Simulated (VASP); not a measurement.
Wanted: the native input for a VASP 6.6.1 run.

| Quantity | Value |
| --- | --- |
| Task | electric field gradients |
| Functional | PBEsol |
| Potentials or basis | VASP PAW PBE potentials, release 64 (Sn_d, O) |
| Cutoff | 520 eV |
| k mesh | 12 × 12 × 12 |
| Occupations | fermi-dirac, width 0.08 eV |
| Spin | no spin polarisation |
| Dipole correction | no |
| Further INCAR settings | ALGO = Normal; EDIFF = 1e-08; NBANDS = 17 |

The structure of SnO (zincblende type) lies in POSCAR:

```
SnO
1.0
    0.0000000000      2.7375941725      2.7375941725
    2.7375941725      0.0000000000      2.7375941725
    2.7375941725      2.7375941725      0.0000000000
Sn O
1 1
Direct
    0.0000000000      0.0000000000      0.0000000000
    0.2500000000      0.2500000000      0.2500000000
```

One way to write it, as run:

INCAR

```
SYSTEM = SnO
PREC     = Accurate       ! precision mode
ENCUT    = 520            ! plane-wave cutoff, eV
EDIFF    = 1E-8           ! SCF threshold, eV
ISMEAR   = -1             ! smearing method
SIGMA    = 0.08           ! smearing width, eV
LREAL    = .FALSE.        ! projectors in reciprocal space
LASPH    = .TRUE.         ! aspherical terms in the spheres
NELM     = 80             ! most SCF steps
ALGO     = Normal         ! electronic algorithm
ISIF     = 2              ! what is computed and relaxed
LWAVE    = .FALSE.        ! write WAVECAR
LCHARG   = .FALSE.        ! write CHGCAR
GGA      = PS             ! functional
LEFG     = .TRUE.       
NBANDS   = 17             ! bands
```

KPOINTS

```
regular mesh
0
G
  12 12 12
  0 0 0
```

Potentials or basis: VASP PAW PBE potentials, release 64 (Sn_d, O).

Run with:

```console
$ cat potpaw_PBE.64/Sn_d/POTCAR potpaw_PBE.64/O/POTCAR > POTCAR
$ mpirun -np 1 vasp_std > vasp.out
```

Results of the run:

* Pressure: -3.3 GPa
* Band gap on the k mesh: zero (band 10 reaches 5.56 eV, above the bottom of band 11 at 5.36 eV)

Caveat: without QUAD_EFG the Cq values of the log hold for a quadrupole moment of 1 mb, not for the nuclei; the PAW data sets were made with another functional, which shifts forces and pressure a little; spin-orbit coupling is left out, which moves the levels of the heavy elements.

It took 38 s on 1 thread of AMD EPYC 9R45 96-Core Processor (Zen 5), with other jobs on the host, peak memory 0.17 GiB.
